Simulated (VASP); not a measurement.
# AlGaC4N4 (C2/m) in VASP: single point with PBE

Aim: the single point of AlGaC4N4 with PBE.

Everything below comes from runs of VASP 6.6.1. Logs are shortened: lines on timing, memory, paths and dates and some standing lists are left out, and cuts for length are marked.

### Step 1. The cell of the first run

Symmetry: C2/m, No. 12, monoclinic system. The conventional cell has a = 9.006 Å, b = 10.060 Å, c = 4.503 Å, α = 90.00°, β = 112.09°, γ = 90.00°. Al (site symmetry 2/m) has 4 C at 1.88 Å within 2.5 Å. Within 2.6 Å of Ga (site symmetry 2/m) lie 4 N at 1.98 Å. C (site symmetry 2) has 1 N at 1.17 Å within 1.6 Å. Within 1.6 Å of C (site symmetry m) lie 1 N at 1.17 Å. Within 1.6 Å of N (site symmetry 2) lie 1 C at 1.17 Å. Within 1.6 Å of N (site symmetry m) lie 1 C at 1.17 Å.

### Step 2. Single point, PBE, collinear spin, ferromagnetic start

INCAR reads:

```
SYSTEM = AlGaC4N4
PREC     = Accurate       ! precision mode
ENCUT    = 520            ! plane-wave cutoff, eV
EDIFF    = 1E-6           ! SCF threshold, eV
ISMEAR   = 0              ! smearing method
SIGMA    = 0.1            ! smearing width, eV
LREAL    = .FALSE.        ! projectors in reciprocal space
LASPH    = .TRUE.         ! aspherical terms in the spheres
NELM     = 150            ! most SCF steps
ALGO     = Normal         ! electronic algorithm
ISIF     = 2              ! what is computed and relaxed
LWAVE    = .FALSE.        ! write WAVECAR
LCHARG   = .FALSE.        ! write CHGCAR
ISPIN    = 2              ! spin polarisation
MAGMOM   = 0 0 1 1 1 1 1 1 1 1 ! initial moments
LORBIT   = 11             ! projections on sites
GGA      = PE             ! functional
NBANDS   = 41             ! bands
```

KPOINTS reads:

```
regular mesh
0
G
  4 4 4
  0 0 0
```

POSCAR reads:

```
AlGaC4N4
1.0
    4.5028974900     -5.0300000000      0.0000000000
    4.5028974900      5.0300000000      0.0000000000
   -1.6934953100      0.0000000000      4.1723086400
Al Ga C N
1 1 4 4
Direct
    0.0000000000      0.0000000000      0.0000000000
    0.5000000000      0.5000000000      0.0000000000
    0.1863817100      0.8136182900      0.0000000000
    0.8136182900      0.1863817100      0.0000000000
    0.1863817100      0.1863817100      0.3727634200
    0.8136182900      0.8136182900      0.6272365800
    0.3026839000      0.6973161000      0.0000000000
    0.6973161000      0.3026839000      0.0000000000
    0.3026839000      0.3026839000      0.6053677900
    0.6973161000      0.6973161000      0.3946322100
```

Potentials or basis: VASP PAW PBE potentials, release 64 (Al, Ga_d, C, N).

The run is started by

```sh
> cat potpaw_PBE.64/Al/POTCAR potpaw_PBE.64/Ga_d/POTCAR potpaw_PBE.64/C/POTCAR potpaw_PBE.64/N/POTCAR > POTCAR
> mpirun -np 1 vasp_std > vasp.out
```

OUTCAR:

```text
SYSTEM = AlGaC4N4
   PREC = Accurate
   ENCUT = 520
   EDIFF = 1E-6
   ISMEAR = 0
   LREAL = .FALSE.
   LASPH = .TRUE.
   NELM = 150
   ISIF = 2
   ISPIN = 2
   LORBIT = 11
   GGA = PE

 ion  position               nearest neighbor table
   1  0.000  0.000  0.000-   5 1.88   6 1.88   3 1.88   4 1.88
   2  0.500  0.500  0.000-   7 1.98   8 1.98   9 1.98  10 1.98
   3  0.186  0.814  0.000-   7 1.17   1 1.88
   4  0.814  0.186  0.000-   8 1.17   1 1.88
   5  0.186  0.186  0.373-   9 1.17   1 1.88
   6  0.814  0.814  0.627-  10 1.17   1 1.88
   7  0.303  0.697  0.000-   3 1.17   2 1.98
   8  0.697  0.303  0.000-   4 1.17   2 1.98
   9  0.303  0.303  0.605-   5 1.17   2 1.98
  10  0.697  0.697  0.395-   6 1.17   2 1.98

  LATTYP: Found a base centered monoclinic cell.
 ALAT       =     9.0057949800
 B/A-ratio  =     1.1170585187
 C/A-ratio  =     0.4999999993
 COS(beta)  =    -0.3760901322

  Lattice vectors:

 A1 = (   4.5028974900,  -5.0300000000,   0.0000000000)
 A2 = (   4.5028974900,   5.0300000000,   0.0000000000)
 A3 = (  -1.6934953100,   0.0000000000,   4.1723086400)

Analysis of symmetry for initial positions (statically):
=====================================================================
 Subroutine PRICEL returns:
 Original cell was already a primitive cell.

 Routine SETGRP: Setting up the symmetry group for a
 base centered monoclinic supercell.

 Subroutine GETGRP returns: Found  4 space group operations
 (whereof  4 operations were pure point group operations)
 out of a pool of  4 trial point group operations.

The static configuration has the point symmetry C_2h.

Analysis of symmetry for dynamics (positions and initial velocities):
=====================================================================
 Subroutine PRICEL returns:
 Original cell was already a primitive cell.

 Routine SETGRP: Setting up the symmetry group for a
 base centered monoclinic supercell.

 Subroutine GETGRP returns: Found  4 space group operations
 (whereof  4 operations were pure point group operations)
 out of a pool of  4 trial point group operations.

The dynamic configuration has the point symmetry C_2h.

Analysis of structural, dynamic, and magnetic symmetry:
=====================================================================
 Subroutine PRICEL returns:
 Original cell was already a primitive cell.

 Routine SETGRP: Setting up the symmetry group for a
 base centered monoclinic supercell.

 Subroutine GETGRP returns: Found  4 space group operations
 (whereof  4 operations were pure point group operations)
 out of a pool of  4 trial point group operations.

The overall configuration has the point symmetry C_2h.
[... 168 lines left out ...]
 fundamental gap:      0.0797970213
 Fermi energy:         1.5570954421

 spin component 1

 k-point     1 :       0.0000    0.0000    0.0000
  band No.  band energies     occupation
      1     -18.3246      1.00000
      2     -18.0660      1.00000
      3     -18.0082      1.00000
      4     -17.9903      1.00000
      5     -15.5707      1.00000
      6     -15.4294      1.00000
[... 973 lines left out ...]
     37       7.3140      0.00000
     38       7.9885      0.00000
 Fermi energy:         1.5570954421

 spin component 2

 k-point     1 :       0.0000    0.0000    0.0000
  band No.  band energies     occupation
      1     -18.3246      1.00000
      2     -18.0660      1.00000
      3     -18.0082      1.00000
      4     -17.9902      1.00000
      5     -15.5707      1.00000
      6     -15.4294      1.00000
[... 973 lines left out ...]
     37       7.3140      0.00000
     38       7.9885      0.00000
 [bands above 38 left out]

------------------------ aborting loop because EDIFF is reached ----------------------------------------

  FORCE on cell =-STRESS in cart. coord.  units (eV):
  Direction    XX          YY          ZZ          XY          YZ          ZX
  --------------------------------------------------------------------------------------
  -------------------------------------------------------------------------------------
  Total        2.2810226      6.3993921      4.9294335      0.0000000      0.0000000      3.1085585
  in kB       19.3363149     54.2478878     41.7869940      0.0000000      0.0000000     26.3513680
  external PRESSURE =      38.4570656 kB  Pullay stress =       0.0000000 kB

 VOLUME and BASIS-vectors are now :
 -----------------------------------------------------------------------------
  energy-cutoff  :      520.00
  volume of cell :      189.00
      direct lattice vectors                 reciprocal lattice vectors
     4.502897490 -5.030000000  0.000000000     0.111039614 -0.099403579  0.045069788
     4.502897490  5.030000000  0.000000000     0.111039614  0.099403579  0.045069788
    -1.693495310  0.000000000  4.172308640     0.000000000  0.000000000  0.239675462

 POSITION                                       TOTAL-FORCE (eV/Angst)
 -----------------------------------------------------------------------------------
      0.00000      0.00000      0.00000        -0.000000      0.000000      0.000000
      4.50290      0.00000      0.00000        -0.000000      0.000000      0.000000
      4.50290      3.15500      0.00000         0.000000     -0.642954      0.000000
      4.50290     -3.15500      0.00000         0.000000      0.642954      0.000000
      1.04724      0.00000      1.55528         0.227378      0.000000      0.224675
      6.26506      0.00000      2.61702        -0.227378      0.000000     -0.224675
      4.50290      1.98500      0.00000        -0.000000     -2.150396      0.000000
      4.50290     -1.98500      0.00000         0.000000      2.150396      0.000000
      1.70072      0.00000      2.52578         1.550849      0.000000      2.039122
      5.61158      0.00000      1.64653        -1.550849      0.000000     -2.039122
 -----------------------------------------------------------------------------------
    total drift:                               -0.000000     -0.000000      0.000000

  FREE ENERGIE OF THE ION-ELECTRON SYSTEM (eV)
  ---------------------------------------------------
  free  energy   TOTEN  =       -71.2102086404 eV

  energy  without entropy=      -71.1999843893  energy(sigma->0) =      -71.20509651

 total charge

# of ion       s       p       d       tot
------------------------------------------
    1        0.346   0.544   0.000   0.890
    2        0.634   0.729  10.138  11.501
    3        0.974   1.650   0.000   2.625
    4        0.974   1.650   0.000   2.625
    5        0.974   1.650   0.000   2.625
    6        0.974   1.650   0.000   2.625
    7        1.285   2.624   0.000   3.910
    8        1.285   2.624   0.000   3.910
    9        1.286   2.627   0.000   3.912
   10        1.286   2.627   0.000   3.912
--------------------------------------------------
tot         10.020  18.376  10.138  38.535

 magnetization (x)

# of ion       s       p       d       tot
------------------------------------------
    1        0.000   0.000   0.000   0.000
    2       -0.000  -0.000   0.000  -0.000
    3       -0.000  -0.000   0.000  -0.000
    4       -0.000  -0.000   0.000  -0.000
    5       -0.000  -0.000   0.000  -0.000
    6       -0.000  -0.000   0.000  -0.000
    7        0.000   0.000   0.000   0.000
    8        0.000   0.000   0.000   0.000
    9        0.000   0.000   0.000   0.000
   10        0.000   0.000   0.000   0.000
--------------------------------------------------
tot         -0.000   0.000   0.000   0.000
```

stdout:

```text
POSCAR found type information on POSCAR AlGaC N
 POSCAR found :  4 types and      10 ions
 scaLAPACK will be used
 LDA part: xc-table for (Slater+PW92), standard interpolation
 POSCAR, INCAR and KPOINTS ok, starting setup
 FFT: planning ... GRIDC
 FFT: planning ... GRID_SOFT
 FFT: planning ... GRID
 WAVECAR not read
 entering main loop
```

Wall time 3.5 min (1 thread of Intel Xeon 6975P-C (Granite Rapids), shared host); peak memory 0.51 GiB.

What came out:

- Free energy: -71.2102 eV
- Pressure: 3.8 GPa
- Largest force: 2.562 eV/Å
- Band gap on the k mesh: zero (filled and empty bands overlap)
- Net moment: 0.00 μB per cell
- Valence electrons inside the program's atomic spheres: Al 0.89; Ga 11.50; C 2.62; N 3.91

Forces on the atoms (eV/Å):
```
Al   0.000  0.000  0.000
Ga   0.000  0.000  0.000
C    0.000 -0.643  0.000
C    0.000  0.643  0.000
C    0.227  0.000  0.225
C   -0.227  0.000 -0.225
N    0.000 -2.150  0.000
N    0.000  2.150  0.000
N    1.551  0.000  2.039
N   -1.551  0.000 -2.039
```

Levels at points of the mesh, in eV from the Fermi level:
Spin up:
| k point | band 22 | band 23 | band 24 | band 25 | band 26 | band 27 | band 28 | band 29 | band 30 | band 31 |
| --- | --- | --- | --- | --- | --- | --- | --- | --- | --- | --- |
| (0.00, 0.00, 0.00) | -5.31 | -5.26 | -4.72 | -4.08 | -1.14 | 0.44 | 0.93 | 1.26 | 2.24 | 2.96 |
| (0.50, 0.00, 0.00) | -5.51 | -5.20 | -4.73 | -4.42 | -0.14 | -0.13 | 0.97 | 1.07 | 2.14 | 2.44 |
| (0.50, 0.50, 0.00) | -5.51 | -5.00 | -4.99 | -4.80 | 0.07 | 0.62 | 1.15 | 1.34 | 1.58 | 2.03 |
| (0.00, 0.00, 0.50) | -5.75 | -5.07 | -5.01 | -4.73 | -0.16 | 0.50 | 1.25 | 1.49 | 1.95 | 2.50 |
| (0.50, 0.00, 0.50) | -5.50 | -5.21 | -4.76 | -4.40 | -0.24 | 0.16 | 0.84 | 1.13 | 2.32 | 2.37 |
| (0.50, 0.50, 0.50) | -5.33 | -5.32 | -4.72 | -4.07 | -1.15 | 0.24 | 1.06 | 1.59 | 2.13 | 2.51 |
Spin down:
| k point | band 22 | band 23 | band 24 | band 25 | band 26 | band 27 | band 28 | band 29 | band 30 | band 31 |
| --- | --- | --- | --- | --- | --- | --- | --- | --- | --- | --- |
| (0.00, 0.00, 0.00) | -5.31 | -5.26 | -4.72 | -4.08 | -1.14 | 0.44 | 0.93 | 1.26 | 2.24 | 2.96 |
| (0.50, 0.00, 0.00) | -5.51 | -5.20 | -4.73 | -4.42 | -0.14 | -0.13 | 0.97 | 1.07 | 2.14 | 2.44 |
| (0.50, 0.50, 0.00) | -5.51 | -5.00 | -4.99 | -4.80 | 0.07 | 0.62 | 1.15 | 1.34 | 1.58 | 2.03 |
| (0.00, 0.00, 0.50) | -5.75 | -5.07 | -5.01 | -4.73 | -0.16 | 0.50 | 1.25 | 1.49 | 1.95 | 2.50 |
| (0.50, 0.00, 0.50) | -5.50 | -5.21 | -4.76 | -4.40 | -0.24 | 0.16 | 0.84 | 1.13 | 2.32 | 2.37 |
| (0.50, 0.50, 0.50) | -5.33 | -5.32 | -4.72 | -4.07 | -1.15 | 0.24 | 1.06 | 1.59 | 2.13 | 2.51 |

Caveat: the k points lie up to 0.38 Å⁻¹ apart; forces of over 1 eV/Å act on the atoms, so gaps and moduli don't describe the material at rest.
